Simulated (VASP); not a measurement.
# Si (P6/mmm) in VASP: notebook, part 2 of 2

VASP 6.6.1. The steps go on from the part before.

**5. Single point, LDA**

This run uses another cell than the first one, of 13.45 Å³/atom.

Input file INCAR:

```
SYSTEM = Si
ALGO = Normal
EDIFF = 1E-6
ENCUT = 520
ISIF = 2
ISMEAR = -1
LASPH = .TRUE.
LCHARG = .FALSE.
LREAL = .FALSE.
LWAVE = .FALSE.
NBANDS = 8
NELM = 100
PREC = Accurate
SIGMA = 0.1
```

Input file KPOINTS:

```
k-points
0
G
  16 16 14
  0 0 0
```

Input file POSCAR:

```
Si
1.0
    2.5270000000      0.0000000000      0.0000000000
   -1.2635000000      2.1884460000      0.0000000000
    0.0000000000      0.0000000000      2.4323250000
Si
1
Direct
    0.0000000000      0.0000000000      0.0000000000
```

Potentials or basis: VASP PAW LDA potentials, release 64 (Si).

The run is started by

```bash
$ cat potpaw_LDA.64/Si/POTCAR > POTCAR
$ mpirun -np 1 vasp_std > vasp.out
```

OUTCAR:

```text
SYSTEM = Si
   EDIFF = 1E-6
   ENCUT = 520
   ISIF = 2
   ISMEAR = -1
   LASPH = .TRUE.
   LREAL = .FALSE.
   NELM = 100
   PREC = Accurate

 ion  position               nearest neighbor table
   1  0.000  0.000  0.000-

  LATTYP: Found a hexagonal cell.
 ALAT       =     2.5270000000
 C/A-ratio  =     0.9625346260

  Lattice vectors:

 A1 = (   2.5270000000,   0.0000000000,   0.0000000000)
 A2 = (  -1.2635000000,   2.1884460000,   0.0000000000)
 A3 = (   0.0000000000,   0.0000000000,   2.4323250000)

Analysis of symmetry for initial positions (statically):
=====================================================================
 Subroutine PRICEL returns:
 Original cell was already a primitive cell.

 Routine SETGRP: Setting up the symmetry group for a
 hexagonal supercell.

 Subroutine GETGRP returns: Found 24 space group operations
 (whereof 24 operations were pure point group operations)
 out of a pool of 24 trial point group operations.

The static configuration has the point symmetry D_6h.

Analysis of symmetry for dynamics (positions and initial velocities):
=====================================================================
 Subroutine PRICEL returns:
 Original cell was already a primitive cell.

 Routine SETGRP: Setting up the symmetry group for a
 hexagonal supercell.

 Subroutine GETGRP returns: Found 24 space group operations
 (whereof 24 operations were pure point group operations)
 out of a pool of 24 trial point group operations.

The dynamic configuration has the point symmetry D_6h.

 Subroutine INISYM returns: Found 24 space group operations
 (whereof 24 operations are pure point group operations),
 and found     1 'primitive' translations

----------------------------------------------------------------------------------------

[... 109 lines left out ...]
     AMIX     =   0.40;   BMIX     =  1.00
     AMIX_MAG =   1.60;   BMIX_MAG =  1.00
  volume/ion in A,a.u.               =      13.45        90.77
  Fermi-wavevector in a.u.,A,eV,Ry     =   1.092716  2.064934 16.245738  1.194028
  Thomas-Fermi vector in A             =   2.228987
   LORBIT       =      0    0 simple, 1 ext, 2 COOP (PROOUT), +10 PAW based schemes
   GGA     = CA    functional components
   LHFCALC =     F    Hartree Fock is set to
   AEXX    =    0.0000 exact exchange contribution
   IVDW    =     0    specifies the selected vdW correction
   LEPSILON=     F    determine dielectric tensor
   LRPA    =     F    only Hartree local field effects (RPA)
 non-spin polarized calculation
  energy-cutoff  :      520.00
  volume of cell :       13.45
 maximum number of plane-waves:       381
 NGX is ok and might be reduce to    20
   NGX =  9   NGY =  9   NGZ =  9

 number of electron       4.0000000 magnetization

 Free energy of the ion-electron system (eV)
  ---------------------------------------------------
  ext. energy  EPLUGINS =         0.00000000
  ---------------------------------------------------
  free energy    TOTEN  =        -5.69882899 eV

  energy without entropy =       -5.68669962  energy(sigma->0) =       -5.69276431

 E-fermi :  10.8369     XC(G=0): -11.4990

 val. band max:       10.8162595131   @ k =   0.3750   0.1875   0.4286
 cond. band min:      10.8845658094   @ k =   0.3750   0.0625   0.4286
 fundamental gap:      0.0683062963
 Fermi energy:        10.8369477649

 k-point     1 :       0.0000    0.0000    0.0000
  band No.  band energies     occupation
      1      -4.0666      2.00000
      2      18.1568      0.00000
      3      18.6505      0.00000
      4      22.4838      0.00000
      5      22.4838      0.00000
      6      23.6734      0.00000
      7      23.6734      0.00000
      8      29.4495      0.00000
[... 243 lines left out ...]
 k-point    24 :       0.2500    0.1875    0.0000
  band No.  band energies     occupation
      1       0.2455      2.00000
      2       9.1925      2.00000
      3      10.9741      0.40486
      4      22.2469      0.00000
      5      23.5125      0.00000
      6      27.4687      0.00000
      7      29.7858      0.00000
      8      30.9481      0.00000

 [... further k-points ...]

------------------------ aborting loop because EDIFF is reached ----------------------------------------

  FORCE on cell =-STRESS in cart. coord.  units (eV):
  Direction    XX          YY          ZZ          XY          YZ          ZX
  --------------------------------------------------------------------------------------
  -------------------------------------------------------------------------------------
  Total        1.1337055      1.1337053      0.5410000      0.0000000     -0.0000000      0.0000000
  in kB      135.0355586    135.0355345     64.4384625      0.0000000     -0.0000000      0.0000000
  external PRESSURE =     111.5031852 kB  Pullay stress =       0.0000000 kB

 VOLUME and BASIS-vectors are now :
 -----------------------------------------------------------------------------
  energy-cutoff  :      520.00
  volume of cell :       13.45
      direct lattice vectors                 reciprocal lattice vectors
     2.527000000  0.000000000  0.000000000     0.395726157  0.228472624  0.000000000
    -1.263500000  2.188446000  0.000000000     0.000000000  0.456945248  0.000000000
     0.000000000  0.000000000  2.432325000     0.000000000  0.000000000  0.411129269

 POSITION                                       TOTAL-FORCE (eV/Angst)
 -----------------------------------------------------------------------------------
      0.00000      0.00000      0.00000        -0.000000      0.000000      0.000000
 -----------------------------------------------------------------------------------
    total drift:                                0.000000      0.000000      0.000000

  FREE ENERGIE OF THE ION-ELECTRON SYSTEM (eV)
  ---------------------------------------------------
  free  energy   TOTEN  =        -5.6988289944 eV

  energy  without entropy=       -5.6866996222  energy(sigma->0) =       -5.69276431
```

stdout:

```text
POSCAR found type information on POSCAR Si
 POSCAR found :  1 types and       1 ions
 scaLAPACK will be used
 LDA part: xc-table for (Slater(with rela. corr.)+CA(PZ))
 , standard interpolation
 POSCAR, INCAR and KPOINTS ok, starting setup
 FFT: planning ... GRIDC
 FFT: planning ... GRID_SOFT
 FFT: planning ... GRID
 WAVECAR not read
 entering main loop
```

It took 19 s on 1 thread of Intel Xeon 8259CL, shared host; peak memory 0.13 GiB.

What came out:

| Property | Result |
| --- | --- |
| Free energy | -5.6988 eV |
| Pressure | 11.2 GPa |
| Band gap on the k mesh | zero (bands 2 and 3 overlap by 11.63 eV) |

Caveat: the cell stands under pressure.

**6. Single point, LDA**

This run uses another cell than the first one, of 13.78 Å³/atom.

Input file INCAR:

```
SYSTEM = Si
ALGO = Normal ; EDIFF = 1E-7
ENCUT = 520 ; ISIF = 2
ISMEAR = -1 ; LASPH = .TRUE.
LCHARG = .FALSE. ; LREAL = .FALSE.
LWAVE = .FALSE. ; NBANDS = 8
NELM = 60 ; PREC = Accurate
SIGMA = 0.1
```

KPOINTS is that of step 5.

POSCAR: that of step 5 with these lines changed.

```diff
@@ -4,3 +4,3 @@
    -1.2635000000      2.1884460000      0.0000000000
-    0.0000000000      0.0000000000      2.4323250000
+    0.0000000000      0.0000000000      2.4916500000
 Si
```

Potentials or basis: VASP PAW LDA potentials, release 64 (Si).

The run is started by

```bash
$ cat potpaw_LDA.64/Si/POTCAR > POTCAR
$ mpirun -np 1 vasp_std > vasp.out
```

Wall time 18 s (1 thread of Intel Xeon 8259CL, shared host); peak memory 0.13 GiB.

The run converged. Its results:

```
Free energy            : -5.7043 eV
Pressure               : 7.4 GPa
Band gap on the k mesh : zero (bands 2 and 3 overlap by 11.04 eV)
```

Stress tensor (GPa, compression positive):
```
11.52  0.00  0.00
 0.00 11.52  0.00
 0.00  0.00 -0.88
```

Levels at points of the mesh, in eV from the Fermi level:
```csv
k point,band 1,band 2,band 3,band 4,band 5,band 6
"(0.00, 0.00, 0.00)",-14.68,6.92,7.02,11.86,11.86,13.01
"(0.50, 0.00, 0.00)",-7.43,-7.13,6.02,6.96,12.44,14.26
"(0.00, 0.00, 0.50)",-10.08,-7.67,15.22,15.22,15.41,15.41
"(0.50, 0.00, 0.50)",-3.54,-2.03,-1.89,1.25,9.42,12.93
```

Caveat: the cell stands under pressure.

**7. Overview**

```csv
cell,gap on the mesh (eV),pressure (GPa)
"a = 2.527, b = 2.527, c = 2.254 Å, angles 90.0, 90.0, 120.0°, 1 atom",none,27.6
"a = 2.527, b = 2.527, c = 2.314 Å, angles 90.0, 90.0, 120.0°, 1 atom",none,21.0
"a = 2.527, b = 2.527, c = 2.373 Å, angles 90.0, 90.0, 120.0°, 1 atom",none,15.7
"a = 2.527, b = 2.527, c = 2.432 Å, angles 90.0, 90.0, 120.0°, 1 atom",none,11.2
"a = 2.527, b = 2.527, c = 2.492 Å, angles 90.0, 90.0, 120.0°, 1 atom",none,7.4
```

Alike in all rows: task single point; level LDA; potentials or basis VASP PAW LDA potentials, release 64 (Si); no spin polarisation; k mesh 16 × 16 × 14; cutoff (eV) 520; smearing fermi-dirac 0.1 eV.

Caveats: the cell stands under pressure.

Total energies depend on the potentials used, so only differences within one code and one set of settings carry meaning.
